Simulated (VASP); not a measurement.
Here is a VASP 6.6.1 calculation.

The input INCAR:

```
PREC     = Accurate       # precision mode
ENCUT    = 500            # plane-wave cutoff, eV
EDIFF    = 1E-6           # SCF threshold, eV
ISMEAR   = -1             # smearing method
SIGMA    = 0.02           # smearing width, eV
LREAL    = False          # projectors in reciprocal space
LASPH    = True           # aspherical terms in the spheres
NELM     = 120            # most SCF steps
ALGO     = Normal         # electronic algorithm
ISIF     = 2              # what is computed and relaxed
LWAVE    = False          # write WAVECAR
LCHARG   = False          # write CHGCAR
GGA      = PE             # functional
NBANDS   = 24             # bands
GGA_COMPAT= False
```

Contents of KPOINTS:

```
Automatic mesh
0
Gamma
  5 5 5
```

Contents of POSCAR:

```
SnTe3
1.0
    0.0000000000      3.8677270349      3.8677270349
    3.8677270349      0.0000000000      3.8677270349
    3.8677270349      3.8677270349      0.0000000000
Sn Te
1 3
Direct
    0.0000000000      0.0000000000      0.0000000000
    0.5000000000      0.5000000000      0.5000000000
    0.2500000000      0.2500000000      0.2500000000
    0.7500000000      0.7500000000      0.7500000000
```

Potentials or basis: VASP PAW PBE potentials, release 64 (Sn_d, Te).

Command:

```console
$ cat potpaw_PBE.64/Sn_d/POTCAR potpaw_PBE.64/Te/POTCAR > POTCAR
$ mpirun -np 1 vasp_std > vasp.out
```

(1) Estimate the pressure.

Results:

(1) 0.0 GPa.
